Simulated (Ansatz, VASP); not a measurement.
**KBr: VASP beside Ansatz**

INCAR

```
PREC     = Accurate       # precision mode
ENCUT    = 520            # plane-wave cutoff, eV
EDIFF    = 1E-6           # SCF threshold, eV
ISMEAR   = 1              # smearing method
SIGMA    = 0.01           # smearing width, eV
LREAL    = F              # projectors in reciprocal space
LASPH    = T              # aspherical terms in the spheres
NELM     = 100            # most SCF steps
ALGO     = Normal         # electronic algorithm
ISIF     = 2              # what is computed and relaxed
LWAVE    = F              # write WAVECAR
LCHARG   = F              # write CHGCAR
GGA      = PE             # functional
NBANDS   = 15             # bands
```

File KPOINTS:

```
Automatic mesh
0
Gamma
  4 4 4
```

POSCAR

```
KBr
1.0
   -0.0243304160      3.3389263996      3.3396175477
    3.3475507257     -0.0061502163      3.3214473646
    3.3269565160      3.3001620068      0.0144339767
K Br
1 1
Direct
    0.9705600000      0.0155700000      0.9679800000
    0.5020700000      0.4667800000      0.5137100000
```

Input for Ansatz:

```yaml
crystal:
  lattice:
    - [-0.02433041604791149, 3.3389263995795475, 3.3396175476681873]
    - [3.347550725729095, -0.0061502163249969755, 3.3214473645842384]
    - [3.3269565160154246, 3.300162006781928, 0.014433976749707887]
  atoms:
    - { symbol: K, position: [0.97056, 0.01557, 0.96798] }
    - { symbol: Br, position: [0.50207, 0.46678, 0.51371] }
basis:
  ecutwfc: 540.0
  xc_grid: 2
kpoints:
  mp_grid:
    grid: [4, 4, 4]
hamiltonian:
  xc: pbe
scf:
  convergence:
    dr2_threshold: 1.0e-09
  occupations:
    method: cold
    width: 0.01
output:
  forces: true
  stress: true
```

Alike in both runs: task single point; functional PBE; k mesh 4 × 4 × 4; no spin polarisation.

|  | VASP | Ansatz |
| --- | --- | --- |
| version | VASP 6.6.1 | Ansatz 0.2.0 |
| potentials or method | VASP PAW PBE potentials, release 64 (K_sv, Br), cutoff 520 eV | plane waves, PAW |
| occupations | methfessel-paxton of order 1, width 0.01 eV | cold, width 0.01 eV |
| valence electrons in the cell | 16 | 16 |

```csv
,VASP,Ansatz,Ansatz less VASP
pressure (GPa),0.7,0.6,-0.04
"traceless stress, the component that is largest in VASP (GPa)",0.92,0.90,-0.014
rms of the force components (eV/Å),0.205,0.202,-0.0031
```

Atom by atom the forces differ by 0.003 eV/Å (rms over components). Ansatz's warnings: stress scf threshold loose.
